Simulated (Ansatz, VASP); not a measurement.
## One calculation of AlN, two programs

File INCAR:

```
ALGO     = Normal         # electronic algorithm
EDIFF    = 1E-6           # SCF threshold, eV
ENCUT    = 520            # plane-wave cutoff, eV
GGA      = CA             # functional
ISIF     = 2              # what is computed and relaxed
ISMEAR   = 0              # smearing method
LASPH    = True           # aspherical terms in the spheres
LCHARG   = True           # write CHGCAR
LELF     = True           # ELF
LREAL    = False          # projectors in reciprocal space
LVHAR    = True         
LWAVE    = False          # write WAVECAR
NBANDS   = 16             # bands
NELM     = 60             # most SCF steps
PREC     = Accurate       # precision mode
SIGMA    = 0.05           # smearing width, eV
```

KPOINTS

```
k-points
0
Gamma
  9 9 6
```

The input POSCAR:

```
AlN
1.0
    3.0887424016      0.0000000000      0.0000000000
   -1.5443712008      2.6749293856      0.0000000000
    0.0000000000      0.0000000000      4.9437688231
Al N
2 2
Direct
    0.3149045714      0.6409463615      0.0015212672
    0.6850954286      0.3590536385      0.5015212672
    0.3497779119      0.6896177243      0.3834787328
    0.6502220881      0.3103822757      0.8834787328
```

Input for Ansatz:

```yaml
crystal:
  lattice:
    - [3.0887424016, 0.0, 0.0]
    - [-1.5443712008, 2.6749293856, 0.0]
    - [0.0, 0.0, 4.9437688231]
  atoms:
    - { symbol: Al, position: [0.3149045714, 0.6409463615, 0.0015212672] }
    - { symbol: Al, position: [0.6850954286, 0.3590536385, 0.5015212672] }
    - { symbol: "N", position: [0.3497779119, 0.6896177243, 0.3834787328] }
    - { symbol: "N", position: [0.6502220881, 0.3103822757, 0.8834787328] }
basis:
  ecutwfc: 520.0
kpoints:
  mp_grid: { grid: [9, 9, 6] }
hamiltonian:
  xc: lda
scf:
  occupations: { method: gaussian, width: 0.05 }
output:
  forces: true
  stress: true
  eigenvalues: true
```

Change from the starting cell: mode 4 frozen in at -0.017 Å and mode 5 at -0.069 Å (largest displacements).

Alike in both runs: task single point; functional LDA; k mesh 9 × 9 × 6; occupations gaussian, width 0.05 eV; no spin polarisation.

|  | VASP | Ansatz |
| --- | --- | --- |
| version | VASP 6.6.1 | Ansatz 0.2.0 |
| potentials or method | VASP PAW LDA potentials, release 64 (Al, N), cutoff 520 eV | scalar-relativistic, plane waves, PAW |
| valence electrons in the cell | 16 | 16 |

|  | VASP | Ansatz | Ansatz less VASP |
| --- | --- | --- | --- |
| gap on the k mesh at the Fermi level (eV) | 4.36 | 4.36 | -0.005 |
| least direct gap on the mesh (eV) | 4.36 | 4.36 | -0.005 |
| pressure (GPa) | 0.4 | -0.2 | -0.59 |
| traceless stress, the component that is largest in VASP (GPa) | -0.18 | -0.18 | -0.004 |
| rms of the force components (eV/Å) | 0.178 | 0.178 | +0.0002 |

LDA's correlation is that of Perdew and Zunger in VASP and of Perdew and Wang (1992) in Ansatz. Atom by atom the forces differ by 0.002 eV/Å (rms over components).
